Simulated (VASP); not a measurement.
As, 8 atoms in the cell. It takes space group Pm-3n (No. 223, cubic). The conventional cell has a = 5.432 Å, b = 5.432 Å, c = 5.432 Å, α = 90.00°, β = 90.00°, γ = 90.00°. Within 4.0 Å of As (site symmetry m-3) lie 12 As at 3.04 Å. Within 3.6 Å of As (site symmetry -4m2) lie 14 As at 2.72 to 3.33 Å. 

| Property | Result |
| --- | --- |
| Program | VASP 6.6.1 |
| Task | relaxation of cell and atoms |
| Functional | PBE |
| Potentials or basis | VASP PAW PBE potentials, release 64 (As) |
| Cutoff | 600 eV |
| k mesh | 8 × 8 × 8 |
| Occupations | gaussian, width 0.1 eV |
| Spin | no spin polarisation |
| Dipole correction | no |
| Further INCAR settings | ALGO = Normal; EDIFF = 1e-06; IBRION = 2; EDIFFG = -0.01; NSW = 100; ISIF = 3 |

Potentials or basis: VASP PAW PBE potentials, release 64 (As).

Run with:

```sh
$ cat potpaw_PBE.64/As/POTCAR > POTCAR
$ mpirun -np 1 vasp_std > vasp.out
```

Hardware: 1 thread of Intel(R) Xeon(R) Platinum 8488C (Sapphire Rapids) (shared host).

Question: How long does it take, and how much memory?

Answer: Run time: 3.3 min on 1 thread of Intel(R) Xeon(R) Platinum 8488C (Sapphire Rapids), on a shared host, peak memory 0.4 GiB. Counts: scf iterations 25, k points 35, ion steps 3.
